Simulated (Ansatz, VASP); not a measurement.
Two plane-wave programs on CdS

```xyz
2
Lattice="0.0000 2.9635 2.9635 2.9635 0.0000 2.9635 2.9635 2.9635 0.0000" Properties=species:S:1:pos:R:3 pbc="T T T"
Cd    0.0000    0.0000    0.0000
S     4.4452    4.4452    4.4452
```

Alike in both runs: task single point; functional PBE; k mesh 6 × 6 × 6; occupations gaussian, width 0.05 eV; no spin polarisation.

|  | VASP | Ansatz |
| --- | --- | --- |
| version | VASP 6.6.1 | Ansatz 0.2.0 |
| potentials or method | VASP PAW PBE potentials, release 64 (Cd, S), cutoff 520 eV | scalar-relativistic, plane waves, PAW |
| valence electrons in the cell | 18 | 26 |

```tsv
	VASP	Ansatz	Ansatz less VASP
gap on the k mesh at the Fermi level (eV)	1.04	1.04	-0.002
least direct gap on the mesh (eV)	1.04	1.04	-0.002
pressure (GPa)	0.3	0.0	-0.29
```

VASP's potentials hold 18 valence electrons a cell and Ansatz's 26, so a difference there can come from the potentials and not from the codes.
